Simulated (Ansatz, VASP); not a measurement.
## One calculation of SrO, two programs

File INCAR:

```
SYSTEM = SrO
PREC = Accurate ; ENCUT = 520
EDIFF = 1E-8 ; ISMEAR = -1
SIGMA = 0.02 ; LREAL = .FALSE.
LASPH = .TRUE. ; NELM = 100
ALGO = Normal ; ISIF = 2
LWAVE = .FALSE. ; LCHARG = .FALSE.
GGA = PE ; LEFG = .TRUE.
NBANDS = 15
```

The input KPOINTS:

```
Automatic mesh
0
G
  8 8 8
  0 0 0
```

The input POSCAR:

```
SrO
1.0
    0.0000000000      2.5698000000      2.6211960000
    2.5698000000      0.0000000000      2.6211960000
    2.5698000000      2.5698000000      0.0000000000
Sr O
1 1
Direct
    0.0000000000      0.0000000000      0.0000000000
    0.5000000000      0.5000000000      0.5000000000
```

Input for Ansatz:

```yaml
crystal:
  lattice:
    - [0.0, 2.5698, 2.621196]
    - [2.5698, 0.0, 2.621196]
    - [2.5698, 2.5698, 0.0]
  atoms:
    - { symbol: Sr, position: [0.0, 0.0, 0.0] }
    - { symbol: O, position: [0.5, 0.5, 0.5] }
kpoints:
  mp_grid: { grid: [8, 8, 8] }
scf:
  occupations: { method: fermi_dirac, width: 0.02 }
hamiltonian:
  xc: pbe
  pseudopotentials: { kind: all_electron, datasets: crystal }
output:
  forces: true
  stress: true
  eigenvalues: true
  efg: { contact_densities: true }
```

Change from the starting cell: zz strain of +2 %, crystal datasets.

Alike in both runs: task electric field gradients; functional PBE; k mesh 8 × 8 × 8; occupations fermi-dirac, width 0.02 eV; no spin polarisation.

|  | VASP | Ansatz |
| --- | --- | --- |
| version | VASP 6.6.1 | Ansatz 0.2.0 |
| potentials or method | VASP PAW PBE potentials, release 64 (Sr_sv, O), cutoff 520 eV | all-electron PAW with datasets made for the crystal, scalar-relativistic |

```tsv
	VASP	Ansatz	Ansatz less VASP
gap on the k mesh at the Fermi level (eV)	3.23	3.28	+0.046
pressure (GPa)	1.7	1.2	-0.54
traceless stress, the component that is largest in VASP (GPa)	-1.64	-1.56	+0.086
size of Vzz on the site where it differs most (V/Å²)	19.6	19.3	-0.30
```

Ansatz ran all-electron here, and VASP with PAW potentials.
